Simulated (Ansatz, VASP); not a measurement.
## Two plane-wave programs on H

POSCAR

```
H
1.0
   10.5000000000      0.0000000000      0.0000000000
    0.0000000000     11.0000000000      0.0000000000
    0.0000000000      0.0000000000     11.5000000000
H
1
Direct
    0.5000000000      0.5045454500      0.5000000000
```

The input INCAR.step1:

```
  PREC = Accurate
  ENCUT = 400
  EDIFF = 1E-5
  ISMEAR = 0
  SIGMA = 0.005
  LREAL = F
  LASPH = T
  NELM = 200
  ALGO = Normal
  ISIF = 2
  LWAVE = T
  ISPIN = 2
  MAGMOM = 1.1
  LORBIT = 11
  NBANDS = 10
  GGA = PE
  GGA_COMPAT = F
  NELMDL = -8
```

INCAR.step2

```
  PREC = Accurate
  ENCUT = 400
  EDIFF = 1E-6
  ISMEAR = 0
  SIGMA = 0.005
  LREAL = F
  LASPH = T
  NELM = 200
  ALGO = Normal
  ISIF = 2
  LWAVE = F
  LCHARG = T
  ISPIN = 2
  MAGMOM = 1.1
  LORBIT = 11
  GGA = PE
  LHFCALC = T
  HFSCREEN = 0.2079
  PRECFOCK = Normal
  IVDW = 12
  VDW_S6 = 1.0
  VDW_S8 = 2.31
  VDW_A1 = 0.383
  VDW_A2 = 5.685
  LELF = T
  LVHAR = T
  NBANDS = 10
  ISTART = 1
  GGA_COMPAT = F
```

The input KPOINTS:

```
Automatic mesh
0
Gamma
  1 1 1
```

Input for Ansatz:

```yaml
crystal:
  lattice:
    - [10.5, 0.0, 0.0]
    - [0.0, 11.0, 0.0]
    - [0.0, 0.0, 11.5]
  atoms:
    - { symbol: H, position: [0.5, 0.50454545, 0.5], spin: 1.1 }
magnetization:
  spin_polarized: true
hamiltonian:
  xc: hse06
  dispersion: d3bj
kpoints:
  mp_grid: { grid: [1, 1, 1] }
scf:
  occupations: { method: gaussian, width: 0.005 }
  max_iter: 140
  lower_state_search: "off"
output:
  forces: false
```

Alike in both runs: task single point; functional HSE06; dispersion D3(BJ); k mesh 1 × 1 × 1; occupations gaussian, width 0.005 eV; collinear spin.

|  | VASP | Ansatz |
| --- | --- | --- |
| version | VASP 6.6.1 | Ansatz 0.2.0 |
| potentials or method | VASP PAW PBE potentials, release 64 (H) | scalar-relativistic, plane waves, PAW |
| plane-wave cutoff (eV) | 400 | 420 |
| valence electrons in the cell | 1 | 1 |

|  | VASP | Ansatz | Ansatz less VASP |
| --- | --- | --- | --- |
| gap on the k mesh at the Fermi level (eV) | 8.52 | 8.52 | +0.007 |
| net moment per atom (μB) | 1.00 | 1.00 | 0.000 |
| size of the moment on the site where the two differ most (μB) | 0.38 | 1.00 | +0.618 |

Site moments also hang on the region over which each program counts them. Ansatz's warnings: nearly empty spin channel levels not settled, stability check not made.
